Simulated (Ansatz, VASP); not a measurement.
**One calculation of Cs, two programs**

```
Cs
1.0
    -0.85566    3.57017    3.57017
     3.57017   -0.85566    3.57017
     3.57017    3.57017   -0.85566
Cs
1
Direct
  0.00000 0.00000 0.00000
```

Alike in both runs: task single point; functional PBEsol; k mesh 12 × 12 × 12; occupations gaussian, width 0.15 eV; no spin polarisation.

```csv
,VASP,Ansatz
version,VASP 6.6.1,Ansatz 0.2.0
potentials or method,"VASP PAW PBE potentials, release 64 (Cs_sv), cutoff 520 eV","scalar-relativistic, plane waves, PAW"
valence electrons in the cell,9,9
```

|  | VASP | Ansatz | Ansatz less VASP |
| --- | --- | --- | --- |
| gap on the k mesh at the Fermi level (eV) | none | none | - |
| pressure (GPa) | -0.1 | -0.1 | +0.01 |
| traceless stress, the component that is largest in VASP (GPa) | 0.13 | 0.13 | 0.000 |

VASP's potentials were made for PBE, not for PBEsol. A gap of «none» marks a metal or a gap that the smearing closes.

Spin-orbit coupling is off throughout.
